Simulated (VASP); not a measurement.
Runs of VASP 6.6.1 on GaN. The structure is that of space group F-43m (No. 216), or close to it. The cells are those of the table. 

```csv
cell,gap on the mesh (eV),pressure (GPa)
"a = 3.284, b = 3.284, c = 3.187 Å, angles 61.0, 61.0, 58.1°, 2 atoms",(a),-10.4
"a = 3.139, b = 3.139, c = 3.187 Å, angles 59.5, 59.5, 61.0°, 2 atoms",2.23,(b)
"a = 3.211, b = 3.211, c = 3.187 Å, angles 60.2, 60.2, 59.5°, 2 atoms",2.00,-2.9
"a = 3.259, b = 3.259, c = 3.187 Å, angles 60.7, 60.7, 58.5°, 2 atoms",1.75,(c)
```

Alike in all rows: task single point; level r2SCAN; potentials or basis VASP PAW PBE potentials, release 64 (Ga_d, N); no spin polarisation; k mesh 10 × 10 × 10; cutoff (eV) 520; smearing gaussian 0.05 eV.

**Question.** Estimate the missing entries.

**Answer.** (a) 1.62; (b) 6.1; (c) -8.1.

Caveats: the PAW data sets were made with another functional, which shifts forces and pressure a little; the stress differs along the axes, from -16 to -7 GPa (at least some runs); the cell stands under pressure (at least some runs); the stress differs along the axes, from -12 to -6 GPa (at least some runs).

A k mesh can miss the band edges, and the runs leave out spin-orbit coupling on Ga.
